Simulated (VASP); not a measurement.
# Pd (Fm-3m) in VASP: further runs

Pd is run at these levels: r2SCAN; tasks: single point.

Program: VASP 6.6.1. These are calculated values, not measurements. Logs are shortened: lines on timing, memory, paths and dates and some standing lists are left out, and cuts for length are marked.

## (1) The cell of the first run

Symmetry: Fm-3m, No. 225, cubic system. The conventional cell has a = 3.912 Å, b = 3.912 Å, c = 3.912 Å, α = 90.00°, β = 90.00°, γ = 90.00°. Within 3.6 Å of Pd (site symmetry m-3m) lie 12 Pd at 2.77 Å.

## (2) Single point, r2SCAN

The input, POSCAR:

```
Pd
1.0
    0.0000000000      1.9558504376      1.9558504376
    1.9558504376      0.0000000000      1.9558504376
    1.9558504376      1.9558504376      0.0000000000
Pd
1
Direct
    0.0000000000      0.0000000000      0.0000000000
```

The input, INCAR.step1:

```
SYSTEM = Pd
PREC     = Accurate       ! precision mode
ENCUT    = 520            ! plane-wave cutoff, eV
ISMEAR   = -1             ! smearing method
SIGMA    = 0.1            ! smearing width, eV
LREAL    = .False.        ! projectors in reciprocal space
LASPH    = .True.         ! aspherical terms in the spheres
NELM     = 80             ! most SCF steps
NBANDS   = 11             ! bands
GGA      = PE             ! functional
ALGO     = Normal         ! electronic algorithm
EDIFF    = 1E-4           ! SCF threshold, eV
LWAVE    = .True.         ! write WAVECAR
LCHARG   = .False.        ! write CHGCAR
```

The input, INCAR.step2:

```
SYSTEM = Pd
PREC     = Accurate       ! precision mode
ENCUT    = 520            ! plane-wave cutoff, eV
EDIFF    = 1E-7           ! SCF threshold, eV
ISMEAR   = -1             ! smearing method
SIGMA    = 0.1            ! smearing width, eV
LREAL    = .False.        ! projectors in reciprocal space
LASPH    = .True.         ! aspherical terms in the spheres
NELM     = 80             ! most SCF steps
ALGO     = Normal         ! electronic algorithm
ISIF     = 2              ! what is computed and relaxed
LWAVE    = .False.        ! write WAVECAR
LCHARG   = .True.         ! write CHGCAR
METAGGA  = R2SCAN         ! meta-GGA
LMIXTAU  = .True.       
LELF     = .True.         ! ELF
LVHAR    = .True.       
NBANDS   = 11             ! bands
ISTART   = 1
```

The input, KPOINTS:

```
regular mesh
0
Gamma
  11 11 11
  0 0 0
```

Potentials or basis: VASP PAW PBE potentials, release 64 (Pd).

Run with:

```sh
cat potpaw_PBE.64/Pd/POTCAR > POTCAR
cp INCAR.step1 INCAR
mpirun -np 1 vasp_std > vasp.out
cp INCAR.step2 INCAR
mpirun -np 1 vasp_std > vasp.out
```

OUTCAR:

```text
SYSTEM = Pd
   PREC = Accurate
   ENCUT = 520
   EDIFF = 1E-7
   ISMEAR = -1
   LREAL = .False.
   LASPH = .True.
   NELM = 80
   ISIF = 2
   METAGGA = R2SCAN
   ISTART = 1

 ion  position               nearest neighbor table
   1  0.000  0.000  0.000-

  LATTYP: Found a face centered cubic cell.
 ALAT       =     3.9117008752

  Lattice vectors:

 A1 = (   0.0000000000,   1.9558504376,   1.9558504376)
 A2 = (   1.9558504376,   0.0000000000,   1.9558504376)
 A3 = (   1.9558504376,   1.9558504376,   0.0000000000)

Analysis of symmetry for initial positions (statically):
=====================================================================
 Subroutine PRICEL returns:
 Original cell was already a primitive cell.

 Routine SETGRP: Setting up the symmetry group for a
 face centered cubic supercell.

 Subroutine GETGRP returns: Found 48 space group operations
 (whereof 48 operations were pure point group operations)
 out of a pool of 48 trial point group operations.

The static configuration has the point symmetry O_h .

Analysis of symmetry for dynamics (positions and initial velocities):
=====================================================================
 Subroutine PRICEL returns:
 Original cell was already a primitive cell.

 Routine SETGRP: Setting up the symmetry group for a
 face centered cubic supercell.

 Subroutine GETGRP returns: Found 48 space group operations
 (whereof 48 operations were pure point group operations)
 out of a pool of 48 trial point group operations.

The dynamic configuration has the point symmetry O_h .

 Subroutine INISYM returns: Found 48 space group operations
 (whereof 48 operations are pure point group operations),
 and found     1 'primitive' translations

----------------------------------------------------------------------------------------

                                     Primitive cell

  volume of cell :      14.9636

  direct lattice vectors                    reciprocal lattice vectors
     0.000000000  1.955850438  1.955850438    -0.255643269  0.255643269  0.255643269
     1.955850438  0.000000000  1.955850438     0.255643269 -0.255643269  0.255643269
     1.955850438  1.955850438  0.000000000     0.255643269  0.255643269 -0.255643269

  length of vectors
     2.765990215  2.765990215  2.765990215     0.442787131  0.442787131  0.442787131

  position of ions in fractional coordinates (direct lattice)
     0.000000000  0.000000000  0.000000000

  ion indices of the primitive-cell ions
   primitive index   ion index
                 1           1

----------------------------------------------------------------------------------------

 KPOINTS: regular mesh

Automatic generation of k-mesh.
 Grid dimensions read from file:
 generate k-points for:   11   11   11

 Generating k-lattice:

  Cartesian coordinates                     Fractional coordinates (reciprocal lattice)
    -0.023240297  0.023240297  0.023240297     0.090909091  0.000000000  0.000000000
     0.023240297 -0.023240297  0.023240297     0.000000000  0.090909091  0.000000000
     0.023240297  0.023240297 -0.023240297     0.000000000  0.000000000  0.090909091

  Length of vectors
     0.040253376  0.040253376  0.040253376

  Shift w.r.t. Gamma in fractional coordinates (k-lattice)
     0.000000000  0.000000000  0.000000000

 Subroutine IBZKPT returns following result:
 ===========================================

 Found     56 irreducible k-points:

 Following reciprocal coordinates:
            Coordinates               Weight
  0.000000  0.000000  0.000000      1.000000
  0.090909  0.000000  0.000000      8.000000
  0.181818  0.000000  0.000000      8.000000
  0.272727  0.000000  0.000000      8.000000
  0.363636  0.000000  0.000000      8.000000
  0.454545  0.000000  0.000000      8.000000
[... 16 lines left out ...]
 -0.272727  0.181818  0.000000     24.000000
 -0.181818  0.181818  0.000000     12.000000
 [... further k-points ...]
   k-points           NKPTS =     56   k-points in BZ     NKDIM =     56   number of bands    NBANDS=     11
   number of dos      NEDOS =    301   number of ions     NIONS =      1
   total plane-waves  NPLWV =  13824
   dimension x,y,z NGX =    24 NGY =   24 NGZ =   24
   dimension x,y,z NGXF=    48 NGYF=   48 NGZF=   48
   ions per type =               1
   NGX,Y,Z   is equivalent  to a cutoff of  14.42, 14.42, 14.42 a.u.
   NGXF,Y,Z  is equivalent  to a cutoff of  28.85, 28.85, 28.85 a.u.
 SYSTEM =  Pd
   PREC   = accura    normal or accurate (medium, high low for compatibility)
   ISTART =      1    job   : 0-new  1-cont  2-samecut
   ICHARG =      0    charge: 1-file 2-atom 10-const
   ISPIN  =      1    spin polarized calculation?
   LNONCOLLINEAR =      F non collinear calculations
   LSORBIT =      F    spin-orbit coupling
   LASPH  =      T    aspherical Exc in radial PAW
   ENCUT  =  520.0 eV  38.22 Ry    6.18 a.u.   5.14  5.14  5.14*2*pi/ulx,y,z
   NELM   =     80;   NELMIN=  2; NELMDL=  0     # of ELM steps
   EDIFF  = 0.1E-06   stopping-criterion for ELM
   LREAL  =      F    real-space projection
   EDIFFG = 0.1E-05   stopping-criterion for IOM
   NSW    =      0    number of steps for IOM
   IBRION =     -1    ionic relax: 0-MD 1-quasi-New 2-CG
   NFREE  =      0    steps in history (QN), initial steepest desc. (CG)
   ISIF   =      2    stress and relaxation
   ISYM   =      2    0-nonsym 1-usesym 2-fastsym
   POTIM  = 0.5000    time-step for ionic-motion
   TEBEG  =    0.0;   TEEND  =   0.0 temperature during run
   PSTRESS=    0.0 pullay stress
   NELECT =      10.0000    total number of electrons
   NUPDOWN=      -1.0000    fix difference up-down
   EMIN   =  10.00;   EMAX   =-10.00  energy-range for DOS
   EFERMI =   0.00;   METHOD = LEGACY
   ISMEAR =    -1;   SIGMA  =   0.10  broadening in eV -4-tet -1-fermi 0-gaus
   EFERMI_NEDOS =   21; number of points for ismear=-14 and -15
   IALGO  =     38    algorithm
   IMIX   =      4    mixing-type and parameters
     AMIX     =   0.40;   BMIX     =  1.00
     AMIX_MAG =   1.60;   BMIX_MAG =  1.00
  volume/ion in A,a.u.               =      14.96       100.98
  Fermi-wavevector in a.u.,A,eV,Ry     =   1.431295  2.704756 27.872973  2.048606
  Thomas-Fermi vector in A             =   2.551047
   LORBIT       =      0    0 simple, 1 ext, 2 COOP (PROOUT), +10 PAW based schemes
   METAGGA = R2SCAN    functional components
   LHFCALC =     F    Hartree Fock is set to
   AEXX    =    0.0000 exact exchange contribution
   IVDW    =     0    specifies the selected vdW correction
   LEPSILON=     F    determine dielectric tensor
   LRPA    =     F    only Hartree local field effects (RPA)
 non-spin polarized calculation
  energy-cutoff  :      520.00
  volume of cell :       14.96
 maximum number of plane-waves:       415
 NGX is ok and might be reduce to    24
   NGX = 11   NGY = 11   NGZ = 11

 number of electron       9.9999998 magnetization

 Free energy of the ion-electron system (eV)
  ---------------------------------------------------
  ext. energy  EPLUGINS =         0.00000000
  ---------------------------------------------------
  free energy    TOTEN  =       -22.96954169 eV

  energy without entropy =      -22.90298239  energy(sigma->0) =      -22.93626204

 E-fermi :   9.4206     XC(G=0): -14.0235

 val. band max:        9.3864571923   @ k =   0.4545   0.1818   0.0000
 cond. band min:       9.4318740521   @ k =   0.4545   0.2727   0.0000
 fundamental gap:      0.0454168598
 Fermi energy:         9.4205906056

 k-point     1 :       0.0000    0.0000    0.0000
  band No.  band energies     occupation
      1       2.2954      2.00000
      2       6.5261      2.00000
      3       6.5261      2.00000
      4       6.5261      2.00000
      5       8.1010      2.00000
      6       8.1010      2.00000
      7      27.3863      0.00000
      8      31.8945      0.00000
      9      32.2845      0.00000
     10      32.2845      0.00000
     11      32.2845      0.00000

 k-point     2 :       0.0909    0.0000    0.0000
  band No.  band energies     occupation
      1       2.5988      2.00000
      2       6.4264      2.00000
      3       6.6268      2.00000
      4       6.6268      2.00000
      5       8.0573      2.00000
      6       8.0573      2.00000
      7      27.6630      0.00000
      8      30.5053      0.00000
      9      31.9180      0.00000
     10      32.6140      0.00000
     11      32.6140      0.00000

 k-point     3 :       0.1818    0.0000    0.0000
  band No.  band energies     occupation
      1       3.3902      2.00000
      2       6.2955      2.00000
      3       6.8048      2.00000
      4       6.8048      2.00000
      5       8.0595      2.00000
      6       8.0595      2.00000
      7      26.9104      0.00000
      8      28.6789      0.00000
      9      31.9112      0.00000
     10      33.4242      0.00000
     11      33.4242      0.00000

 k-point     4 :       0.2727    0.0000    0.0000
  band No.  band energies     occupation
      1       4.0980      2.00000
      2       6.7794      2.00000
      3       6.7794      2.00000
      4       6.7907      2.00000
      5       8.3853      1.99994
      6       8.3853      1.99994
      7      23.6185      0.00000
      8      28.2863      0.00000
      9      31.9051      0.00000
     10      33.7901      0.00000
     11      33.7901      0.00000
[... 239 lines left out ...]
 k-point    22 :      -0.3636    0.1818    0.0000
  band No.  band energies     occupation
      1       4.8610      2.00000
      2       6.0522      2.00000
      3       7.0940      2.00000
      4       7.1840      2.00000
      5       8.7979      1.99606
      6      12.6775      0.00000
      7      18.6403      0.00000
      8      25.2188      0.00000
      9      29.1648      0.00000
     10      30.7968      0.00000
     11      31.9353      0.00000

 k-point    23 :      -0.2727    0.1818    0.0000
  band No.  band energies     occupation
      1       5.0703      2.00000
      2       6.1685      2.00000
      3       6.5832      2.00000
      4       7.2103      2.00000
      5       8.1076      2.00000
      6      10.9307      0.00000
      7      21.9643      0.00000
      8      25.2072      0.00000
      9      29.9154      0.00000
     10      31.9395      0.00000
     11      33.1595      0.00000

 k-point    24 :      -0.1818    0.1818    0.0000
  band No.  band energies     occupation
      1       4.7919      2.00000
      2       5.8417      2.00000
      3       6.7265      2.00000
      4       7.4455      2.00000
      5       7.4508      2.00000
      6       9.5627      0.38900
      7      25.1015      0.00000
      8      25.9558      0.00000
      9      31.4065      0.00000
     10      32.0007      0.00000
     11      32.9033      0.00000

 [... further k-points ...]
[... 5 lines left out ...]
  --------------------------------------------------------------------------------------
  -------------------------------------------------------------------------------------
  Total        0.0769099      0.0769099      0.0769099      0.0000000      0.0000000      0.0000000
  in kB        8.2348510      8.2348510      8.2348510      0.0000000      0.0000000      0.0000000
  external PRESSURE =       8.2348510 kB  Pullay stress =       0.0000000 kB

 VOLUME and BASIS-vectors are now :
 -----------------------------------------------------------------------------
  energy-cutoff  :      520.00
  volume of cell :       14.96
      direct lattice vectors                 reciprocal lattice vectors
     0.000000000  1.955850438  1.955850438    -0.255643269  0.255643269  0.255643269
     1.955850438  0.000000000  1.955850438     0.255643269 -0.255643269  0.255643269
     1.955850438  1.955850438  0.000000000     0.255643269  0.255643269 -0.255643269

 POSITION                                       TOTAL-FORCE (eV/Angst)
 -----------------------------------------------------------------------------------
      0.00000      0.00000      0.00000        -0.000000      0.000000      0.000000
 -----------------------------------------------------------------------------------
    total drift:                                0.000000     -0.000000     -0.000000

  FREE ENERGIE OF THE ION-ELECTRON SYSTEM (eV)
  ---------------------------------------------------
  free  energy   TOTEN  =       -22.9695416920 eV

  energy  without entropy=      -22.9029823916  energy(sigma->0) =      -22.93626204
```

Wall time 19 s (1 thread of Intel Xeon 6975P-C (Granite Rapids), shared host); peak memory 0.15 GiB.

What came out:

| Item | Value |
| --- | --- |
| Free energy | -22.9695 eV |
| Pressure | 0.8 GPa |
| Band gap on the k mesh | zero (band 5 reaches 9.62 eV, above the bottom of band 6 at 8.06 eV) |

Levels at points of the mesh, in eV from the Fermi level:
| k point | band 2 | band 3 | band 4 | band 5 | band 6 | band 7 | band 8 | band 9 |
| --- | --- | --- | --- | --- | --- | --- | --- | --- |
| (0.00, 0.00, 0.00) | -2.89 | -2.89 | -2.89 | -1.32 | -1.32 | 17.97 | 22.47 | 22.86 |

Caveat: the PAW data sets were made with another functional, which shifts forces and pressure a little.

## (3) Single point, r2SCAN

POSCAR is that of step 2.

The input, INCAR.step1:

```
PREC = Accurate
ENCUT = 520
ISMEAR = -1
SIGMA = 0.1
LREAL = F
LASPH = T
NELM = 60
NBANDS = 11
GGA = PE
ALGO = Normal
EDIFF = 1E-4
LWAVE = T
LCHARG = F
```

The input, INCAR.step2:

```
PREC = Accurate
ENCUT = 520
EDIFF = 1E-6
ISMEAR = -1
SIGMA = 0.1
LREAL = F
LASPH = T
NELM = 60
ALGO = Normal
ISIF = 2
LWAVE = F
LCHARG = T
METAGGA = R2SCAN
LMIXTAU = T
LELF = T
LVHAR = T
NBANDS = 11
ISTART = 1
```

The input, KPOINTS:

```
regular mesh
0
Gamma
  14 14 14
```

Potentials or basis: VASP PAW PBE potentials, release 64 (Pd).

Run with:

```sh
cat potpaw_PBE.64/Pd/POTCAR > POTCAR
cp INCAR.step1 INCAR
mpirun -np 1 vasp_std > vasp.out
cp INCAR.step2 INCAR
mpirun -np 1 vasp_std > vasp.out
```

Wall time 24 s (1 thread of Intel Xeon 6975P-C (Granite Rapids), shared host); peak memory 0.15 GiB.

The run converged. Its results:

- Free energy: -22.9750 eV
- Pressure: 0.7 GPa
- Band gap on the k mesh: zero (band 5 reaches 9.67 eV, above the bottom of band 6 at 8.03 eV)

Levels at points of the mesh, in eV from the Fermi level:
```tsv
k point	band 2	band 3	band 4	band 5	band 6	band 7	band 8	band 9
(0.00, 0.00, 0.00)	-2.88	-2.88	-2.88	-1.31	-1.31	17.98	22.48	22.88
(0.50, 0.00, 0.00)	-2.95	-2.95	-0.07	-0.07	1.29	7.56	17.37	21.95
(0.50, 0.50, 0.00)	-5.18	-0.13	0.27	0.27	3.63	11.13	13.82	13.82
```

Caveat: the PAW data sets were made with another functional, which shifts forces and pressure a little.

## (4) Single point, r2SCAN

POSCAR is that of step 3.

The input, INCAR.step1:

```
ALGO     = Normal         # electronic algorithm
EDIFF    = 1E-4           # SCF threshold, eV
ENCUT    = 520            # plane-wave cutoff, eV
GGA      = PE             # functional
ISMEAR   = -1             # smearing method
LASPH    = True           # aspherical terms in the spheres
LCHARG   = False          # write CHGCAR
LREAL    = False          # projectors in reciprocal space
LWAVE    = True           # write WAVECAR
NBANDS   = 11             # bands
NELM     = 80             # most SCF steps
PREC     = Accurate       # precision mode
SIGMA    = 0.01           # smearing width, eV
```

The input, INCAR.step2:

```
ALGO     = Normal         # electronic algorithm
EDIFF    = 1E-6           # SCF threshold, eV
ENCUT    = 520            # plane-wave cutoff, eV
ISIF     = 2              # what is computed and relaxed
ISMEAR   = -1             # smearing method
ISTART   = 1            
LASPH    = True           # aspherical terms in the spheres
LCHARG   = False          # write CHGCAR
LMIXTAU  = True         
LREAL    = False          # projectors in reciprocal space
LWAVE    = False          # write WAVECAR
METAGGA  = R2SCAN         # meta-GGA
NBANDS   = 11             # bands
NELM     = 80             # most SCF steps
PREC     = Accurate       # precision mode
SIGMA    = 0.01           # smearing width, eV
```

The input, KPOINTS:

```
k-points
0
Gamma
  14 14 14
```

Run with:

```sh
cat potpaw_PBE.64/Pd/POTCAR > POTCAR
cp INCAR.step1 INCAR
mpirun -np 1 vasp_std > vasp.out
cp INCAR.step2 INCAR
mpirun -np 1 vasp_std > vasp.out
```

Run time: 23 s. Hardware: 1 thread of Intel Xeon 6975P-C (Granite Rapids), shared host; peak memory 0.15 GiB.

It converged, with:

```yaml
Free_energy: -22.9358 eV
Pressure: 0.4 GPa
Band_gap_on_the_k_mesh: zero (band 5 reaches 9.69 eV, above the bottom of band 6 at 8.04 eV)
```

Levels at points of the mesh, in eV from the Fermi level:
```
           k point  band 2  band 3  band 4  band 5  band 6  band 7  band 8  band 9
(0.00, 0.00, 0.00)   -2.85   -2.85   -2.85   -1.28   -1.28   18.00   22.53   22.90
(0.50, 0.00, 0.00)   -2.93   -2.93   -0.04   -0.04    1.31    7.59   17.39   21.97
(0.50, 0.50, 0.00)   -5.15   -0.10    0.30    0.30    3.65   11.15   13.83   13.83
```

Caveat: the PAW data sets were made with another functional, which shifts forces and pressure a little.

## (5) Single point, r2SCAN

POSCAR is that of step 4.

The input, INCAR.step1:

```
PREC = Accurate
ENCUT = 520
ISMEAR = -1
SIGMA = 0.03
LREAL = False
LASPH = True
NELM = 80
NBANDS = 11
GGA = PE
ALGO = Normal
EDIFF = 1E-4
LWAVE = True
LCHARG = False
```

The input, INCAR.step2:

```
PREC = Accurate
ENCUT = 520
EDIFF = 1E-6
ISMEAR = -1
SIGMA = 0.03
LREAL = False
LASPH = True
NELM = 80
ALGO = Normal
ISIF = 2
LWAVE = False
LCHARG = False
METAGGA = R2SCAN
LMIXTAU = True
NBANDS = 11
ISTART = 1
```

The input, KPOINTS:

```
regular mesh
0
Gamma
  14 14 14
```

Run with:

```sh
cat potpaw_PBE.64/Pd/POTCAR > POTCAR
cp INCAR.step1 INCAR
mpirun -np 1 vasp_std > vasp.out
cp INCAR.step2 INCAR
mpirun -np 1 vasp_std > vasp.out
```

Wall time 24 s (1 thread of Intel Xeon 6975P-C (Granite Rapids), shared host); peak memory 0.15 GiB.

The run converged. Its results:

```yaml
Free_energy: -22.9398 eV
Pressure: 0.4 GPa
Band_gap_on_the_k_mesh: zero (band 5 reaches 9.68 eV, above the bottom of band 6 at 8.03 eV)
```

Levels at points of the mesh, in eV from the Fermi level:
```tsv
k point	band 2	band 3	band 4	band 5	band 6	band 7	band 8	band 9
(0.00, 0.00, 0.00)	-2.86	-2.86	-2.86	-1.28	-1.28	18.00	22.52	22.90
(0.50, 0.00, 0.00)	-2.93	-2.93	-0.04	-0.04	1.31	7.59	17.39	21.97
(0.50, 0.50, 0.00)	-5.15	-0.10	0.30	0.30	3.65	11.15	13.83	13.83
```

Caveat: the PAW data sets were made with another functional, which shifts forces and pressure a little.

## (6) The runs side by side

| k mesh | smearing | gap on the mesh (eV) | pressure (GPa) |
| --- | --- | --- | --- |
| 11 × 11 × 11 | fermi-dirac 0.1 eV | none | 0.8 |
| 14 × 14 × 14 | fermi-dirac 0.1 eV | none | 0.7 |
| 14 × 14 × 14 | fermi-dirac 0.01 eV | none | 0.4 |
| 14 × 14 × 14 | fermi-dirac 0.03 eV | none | 0.4 |

Alike in all rows: task single point; level r2SCAN; potentials or basis VASP PAW PBE potentials, release 64 (Pd); no spin polarisation; cell as given; cutoff (eV) 520.

Every run on the cell as given and a fine mesh finds a metal.

Caveats: the PAW data sets were made with another functional, which shifts forces and pressure a little.

Total energies depend on the potentials used, so only differences within one code and one set of settings carry meaning.
